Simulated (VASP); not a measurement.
# Li2S (Fm-3m) in VASP: a series of runs

The runs below take Li2S through single point, with PBE, PBEsol.

Everything below comes from runs of VASP 6.6.1. Logs are shortened: lines on timing, memory, paths and dates and some standing lists are left out, and cuts for length are marked.

## (1) The cell of the first run

It takes space group Fm-3m (No. 225, cubic). The conventional cell has a = 5.505 Å, b = 5.505 Å, c = 5.505 Å, α = 90.00°, β = 90.00°, γ = 90.00°. Within 3.1 Å of Li (site symmetry -43m) lie 4 S at 2.38 Å and 6 Li at 2.75 Å. S (site symmetry m-3m) has 8 Li at 2.38 Å within 3.1 Å.

## (2) Single point, PBE (strained)

File INCAR:

```
ALGO = Normal
EDIFF = 1E-6
ENCUT = 750
GGA = PE
GGA_COMPAT = False
ISIF = 2
ISMEAR = 0
LASPH = True
LCHARG = False
LREAL = False
LWAVE = False
NBANDS = 13
NELM = 120
PREC = Accurate
SIGMA = 0.02
```

File KPOINTS:

```
k-points
0
Gamma
  8 8 8
```

File POSCAR:

```
Li2S
1.0
    0.0000000000      2.7526544600      2.7526544600
    2.7526544600      0.0000000000      2.7526544600
    2.7526544600      2.7526544600      0.0000000000
Li S
2 1
Direct
    0.2500000000      0.2500000000      0.2500000000
    0.7500000000      0.7500000000      0.7500000000
    0.0000000000      0.0000000000      0.0000000000
```

Potentials or basis: VASP PAW PBE potentials, release 64 (Li_sv, S).

Started as:

```console
> cat potpaw_PBE.64/Li_sv/POTCAR potpaw_PBE.64/S/POTCAR > POTCAR
> mpirun -np 1 vasp_std > vasp.out
```

OUTCAR:

```text
EDIFF = 1E-6
   ENCUT = 750
   GGA = PE
   ISIF = 2
   ISMEAR = 0
   LASPH = True
   LREAL = False
   NELM = 120
   PREC = Accurate

 ion  position               nearest neighbor table
   1  0.250  0.250  0.250-   3 2.38   3 2.38   3 2.38   3 2.38
   2  0.750  0.750  0.750-   3 2.38   3 2.38   3 2.38   3 2.38
   3  0.000  0.000  0.000-   2 2.38   2 2.38   1 2.38   1 2.38   2 2.38   1 2.38   2 2.38   1 2.38

  LATTYP: Found a face centered cubic cell.
 ALAT       =     5.5053089200

  Lattice vectors:

 A1 = (   0.0000000000,   2.7526544600,   2.7526544600)
 A2 = (   2.7526544600,   0.0000000000,   2.7526544600)
 A3 = (   2.7526544600,   2.7526544600,   0.0000000000)

Analysis of symmetry for initial positions (statically):
=====================================================================
 Subroutine PRICEL returns:
 Original cell was already a primitive cell.

 Routine SETGRP: Setting up the symmetry group for a
 face centered cubic supercell.

 Subroutine GETGRP returns: Found 48 space group operations
 (whereof 48 operations were pure point group operations)
 out of a pool of 48 trial point group operations.

The static configuration has the point symmetry O_h .

Analysis of symmetry for dynamics (positions and initial velocities):
=====================================================================
 Subroutine PRICEL returns:
 Original cell was already a primitive cell.

 Routine SETGRP: Setting up the symmetry group for a
 face centered cubic supercell.

 Subroutine GETGRP returns: Found 48 space group operations
 (whereof 48 operations were pure point group operations)
 out of a pool of 48 trial point group operations.

The dynamic configuration has the point symmetry O_h .

 Subroutine INISYM returns: Found 48 space group operations
 (whereof 48 operations are pure point group operations),
 and found     1 'primitive' translations

----------------------------------------------------------------------------------------

                                     Primitive cell

  volume of cell :      41.7143

  direct lattice vectors                    reciprocal lattice vectors
     0.000000000  2.752654460  2.752654460    -0.181642850  0.181642850  0.181642850
     2.752654460  0.000000000  2.752654460     0.181642850 -0.181642850  0.181642850
     2.752654460  2.752654460  0.000000000     0.181642850  0.181642850 -0.181642850
[... 89 lines left out ...]
   NSW    =      0    number of steps for IOM
   IBRION =     -1    ionic relax: 0-MD 1-quasi-New 2-CG
   NFREE  =      0    steps in history (QN), initial steepest desc. (CG)
   ISIF   =      2    stress and relaxation
   ISYM   =      2    0-nonsym 1-usesym 2-fastsym
   POTIM  = 0.5000    time-step for ionic-motion
   TEBEG  =    0.0;   TEEND  =   0.0 temperature during run
   PSTRESS=    0.0 pullay stress
   NELECT =      12.0000    total number of electrons
   NUPDOWN=      -1.0000    fix difference up-down
   EMIN   =  10.00;   EMAX   =-10.00  energy-range for DOS
   EFERMI =   0.00;   METHOD = LEGACY
   ISMEAR =     0;   SIGMA  =   0.02  broadening in eV -4-tet -1-fermi 0-gaus
   EFERMI_NEDOS =   21; number of points for ismear=-14 and -15
   IALGO  =     38    algorithm
   IMIX   =      4    mixing-type and parameters
     AMIX     =   0.40;   BMIX     =  1.00
     AMIX_MAG =   1.60;   BMIX_MAG =  1.00
  volume/ion in A,a.u.               =      13.90        93.83
  Fermi-wavevector in a.u.,A,eV,Ry     =   1.080704  2.042235 15.890541  1.167922
  Thomas-Fermi vector in A             =   2.216702
   LORBIT       =      0    0 simple, 1 ext, 2 COOP (PROOUT), +10 PAW based schemes
   GGA     = PE    functional components
   LHFCALC =     F    Hartree Fock is set to
   AEXX    =    0.0000 exact exchange contribution
   IVDW    =     0    specifies the selected vdW correction
   LEPSILON=     F    determine dielectric tensor
   LRPA    =     F    only Hartree local field effects (RPA)
 non-spin polarized calculation
 Gauss-broadening in eV      SIGMA  =   0.02
  energy-cutoff  :      750.00
  volume of cell :       41.71
 maximum number of plane-waves:      1964
   NGX = 17   NGY = 17   NGZ = 17

 number of electron      12.0000002 magnetization

 Free energy of the ion-electron system (eV)
  ---------------------------------------------------
  ext. energy  EPLUGINS =         0.00000000
  ---------------------------------------------------
  free energy    TOTEN  =       -11.92312728 eV

  energy without entropy =      -11.92312728  energy(sigma->0) =      -11.92312728

 E-fermi :   2.3163     XC(G=0):  -8.9047

 val. band max:        2.1359179481   @ k =   0.0000   0.0000   0.0000
 cond. band min:       5.4407473870   @ k =   0.5000   0.5000   0.0000
 fundamental gap:      3.3048294388
 Fermi energy:         2.3163443266

 k-point     1 :       0.0000    0.0000    0.0000
  band No.  band energies     occupation
      1     -41.8650      2.00000
      2     -41.8015      2.00000
      3      -9.1804      2.00000
      4       2.1359      2.00000
      5       2.1359      2.00000
      6       2.1359      2.00000
      7       6.9566      0.00000
      8       8.3982      0.00000
      9       8.3982      0.00000
     10       8.3982      0.00000
     11      13.5798      0.00000
     12      13.5798      0.00000
     13      15.0878      0.00000
[... 354 lines left out ...]
  band No.  band energies     occupation
      1     -41.8316      2.00000
      2     -41.8315      2.00000
      3      -8.5812      2.00000
      4      -0.7679      2.00000
      5       0.7335      2.00000
      6       1.0881      2.00000
      7       8.1081      0.00000
      8       9.1140      0.00000
      9      10.8844      0.00000
     10      11.5839      0.00000
     11      12.9446      0.00000
     12      14.4368      0.00000
     13      16.1230      0.00000

 [... further k-points ...]
[... 5 lines left out ...]
  --------------------------------------------------------------------------------------
  -------------------------------------------------------------------------------------
  Total        1.3598937      1.3598937      1.3598937      0.0000000      0.0000000      0.0000000
  in kB       52.2312560     52.2312560     52.2312560      0.0000000      0.0000000      0.0000000
  external PRESSURE =      52.2312560 kB  Pullay stress =       0.0000000 kB

 VOLUME and BASIS-vectors are now :
 -----------------------------------------------------------------------------
  energy-cutoff  :      750.00
  volume of cell :       41.71
      direct lattice vectors                 reciprocal lattice vectors
     0.000000000  2.752654460  2.752654460    -0.181642850  0.181642850  0.181642850
     2.752654460  0.000000000  2.752654460     0.181642850 -0.181642850  0.181642850
     2.752654460  2.752654460  0.000000000     0.181642850  0.181642850 -0.181642850

 POSITION                                       TOTAL-FORCE (eV/Angst)
 -----------------------------------------------------------------------------------
      1.37633      1.37633      1.37633         0.000000      0.000000     -0.000000
      4.12898      4.12898      4.12898        -0.000000     -0.000000     -0.000000
      0.00000      0.00000      0.00000         0.000000      0.000000      0.000000
 -----------------------------------------------------------------------------------
    total drift:                                0.000000      0.000000      0.000000

  FREE ENERGIE OF THE ION-ELECTRON SYSTEM (eV)
  ---------------------------------------------------
  free  energy   TOTEN  =       -11.9231272837 eV

  energy  without entropy=      -11.9231272837  energy(sigma->0) =      -11.92312728
```

stdout:

```text
POSCAR found type information on POSCAR LiS
 POSCAR found :  2 types and       3 ions
 scaLAPACK will be used
 LDA part: xc-table for (Slater+PW92), standard interpolation
 POSCAR, INCAR and KPOINTS ok, starting setup
 FFT: planning ... GRIDC
 FFT: planning ... GRID_SOFT
 FFT: planning ... GRID
 WAVECAR not read
 entering main loop
```

It took 28 s on 1 thread of AMD EPYC 7R43 (Zen 3), shared host; peak memory 0.16 GiB.

What came out:

| Quantity | Value |
| --- | --- |
| Free energy | -11.9231 eV |
| Pressure | 5.2 GPa |
| Band gap on the k mesh | 3.30 eV, indirect (least direct gap 4.82 eV) |

Caveat: the cell differs from its parent crystal (strained). A k mesh can miss the band edges.

## (3) Single point, PBEsol (functional PBEsol, strained)

File INCAR:

```
PREC = Accurate
ENCUT = 750
EDIFF = 1E-6
ISMEAR = 0
SIGMA = 0.02
LREAL = False
LASPH = True
NELM = 120
ALGO = Normal
ISIF = 2
LWAVE = False
LCHARG = False
GGA = PS
NBANDS = 13
GGA_COMPAT = False
```

File KPOINTS:

```
regular mesh
0
Gamma
  8 8 8
```

File POSCAR:

```
Li2S
1.0
    0.0000000000      2.7811659200      2.7811659200
    2.7811659200      0.0000000000      2.7811659200
    2.7811659200      2.7811659200      0.0000000000
Li S
2 1
Direct
    0.2500000000      0.2500000000      0.2500000000
    0.7500000000      0.7500000000      0.7500000000
    0.0000000000      0.0000000000      0.0000000000
```

Potentials or basis: VASP PAW PBE potentials, release 64 (Li_sv, S).

Started as:

```console
> cat potpaw_PBE.64/Li_sv/POTCAR potpaw_PBE.64/S/POTCAR > POTCAR
> mpirun -np 1 vasp_std > vasp.out
```

Wall time 26 s (1 thread of Intel Xeon Platinum 8259CL at 2.50GHz (Skylake/Cascade Lake), shared host); peak memory 0.2 GiB.

It converged, with:

* Free energy: -12.3604 eV
* Pressure: 2.3 GPa
* Band gap on the k mesh: 3.16 eV, indirect (least direct gap 4.47 eV)

Levels at points of the mesh, in eV from the valence-band top:
```
           k point  band 2  band 3  band 4  band 5  band 6  band 7  band 8  band 9  band 10  band 11
(0.00, 0.00, 0.00)  -43.31  -11.22    0.00    0.00    0.00    4.47    6.17    6.17     6.17    11.32
(0.50, 0.00, 0.00)  -43.34  -10.72   -3.17   -0.57   -0.57    6.34    6.50    6.50     8.59    13.19
(0.50, 0.50, 0.00)  -43.33  -10.58   -2.35   -1.59   -1.59    3.16    7.21   11.50    11.50    12.79
```

Caveat: the cell differs from its parent crystal (functional PBEsol, strained); the PAW data sets were made with another functional, which shifts forces and pressure a little. A k mesh can miss the band edges.
